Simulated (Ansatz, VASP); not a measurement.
# KZnCl3 in VASP and in Ansatz

File POSCAR:

```
KZnCl3
1.0
    5.0471185334      0.0000000000      0.0000000000
    0.0000000000      5.0471185334      0.0000000000
    0.0000000000      0.0000000000      5.0471185334
K Zn Cl
1 1 3
Direct
    0.0000000000      0.0000000000      0.0000000000
    0.5000000000      0.5000000000      0.5000000000
    0.5000000000      0.5000000000      0.0000000000
    0.5000000000      0.0000000000      0.5000000000
    0.0000000000      0.5000000000      0.5000000000
```

Contents of INCAR.step1:

```
ALGO = Normal ; EDIFF = 1E-4
ENCUT = 520 ; GGA = PE
ISMEAR = 0 ; LASPH = True
LCHARG = False ; LREAL = False
LWAVE = True ; NBANDS = 29
NELM = 100 ; PREC = Accurate
SIGMA = 0.01
```

File INCAR.step2:

```
ALGO = Normal ; EDIFF = 1E-6
ENCUT = 520 ; ISIF = 2
ISMEAR = 0 ; ISTART = 1
LASPH = True ; LCHARG = False
LMIXTAU = True ; LREAL = False
LWAVE = False ; METAGGA = R2SCAN
NBANDS = 29 ; NELM = 100
PREC = Accurate ; SIGMA = 0.01
```

KPOINTS

```
k-points
0
Gamma
  6 6 6
```

Input for Ansatz:

```yaml
crystal:
  lattice:
    - [5.0471185334, 0.0, 0.0]
    - [0.0, 5.0471185334, 0.0]
    - [0.0, 0.0, 5.0471185334]
  atoms:
    - { symbol: K, position: [0.0, 0.0, 0.0] }
    - { symbol: Zn, position: [0.5, 0.5, 0.5] }
    - { symbol: Cl, position: [0.5, 0.5, 0.0] }
    - { symbol: Cl, position: [0.5, 0.0, 0.5] }
    - { symbol: Cl, position: [0.0, 0.5, 0.5] }
kpoints:
  mp_grid: { grid: [6, 6, 6] }
  band_path:
    path: [[0.0, 0.0, 0.0], [0.0, 0.5, 0.0], [0.5, 0.5, 0.0], [0.5, 0.5, 0.5]]
    npoints: 1
hamiltonian:
  xc: r2scan
scf:
  occupations: { method: fixed }
  n_extra_bands: 5
output:
  forces: true
  stress: true
  eigenvalues: true
```

Change from the starting cell: hydrostatic strain +3.0%.

Alike in both runs: task single point; functional r2SCAN; k mesh 6 × 6 × 6; no spin polarisation.

|  | VASP | Ansatz |
| --- | --- | --- |
| version | VASP 6.6.1 | Ansatz 0.2.0 |
| potentials or method | VASP PAW PBE potentials, release 64 (K_sv, Zn, Cl) | plane waves, PAW |
| plane-wave cutoff (eV) | 520 | 500 |
| occupations | gaussian, width 0.01 eV | fixed |
| valence electrons in the cell | 42 | 42 |

|  | VASP | Ansatz | Ansatz less VASP |
| --- | --- | --- | --- |
| gap on the k mesh at the Fermi level (eV) | 1.95 | 1.95 | -0.001 |
| pressure (GPa) | -3.0 | -3.0 | 0.00 |

VASP's potentials were made for PBE, not for r2SCAN.
